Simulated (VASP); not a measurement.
InAs:

```
CELL_PARAMETERS angstrom
3.53654 0.00000 0.00000
0.00000 3.53654 0.00000
0.00000 0.00000 3.53654
ATOMIC_POSITIONS crystal
In 0.00000 0.00000 0.00000
As 0.50000 0.50000 0.50000
```

Base run:

```yaml
Program: VASP 6.6.1
Functional: LDA
Potentials_or_basis: VASP PAW LDA potentials, release 64 (In_d, As)
Cutoff: 500 eV
k_mesh: 6 × 6 × 6
Occupations: fermi-dirac, width 0.02 eV
Spin: no spin polarisation
```

Its results: band gap on the k mesh zero (bands 9 and 10 overlap by 2.50 eV); pressure -3.5 GPa.

Task: The run is repeated on the same cell with these changes: k mesh from 6 × 6 × 6 to 4 × 4 × 4. What comes out?

Result: Band gap on the k mesh zero (bands 9 and 10 overlap by 2.19 eV); pressure -2.8 GPa.

Caveats: some runs use coarse meshes; spin-orbit coupling is left out, which moves the levels of the heavy elements; the cell stands under tension (at least some runs).
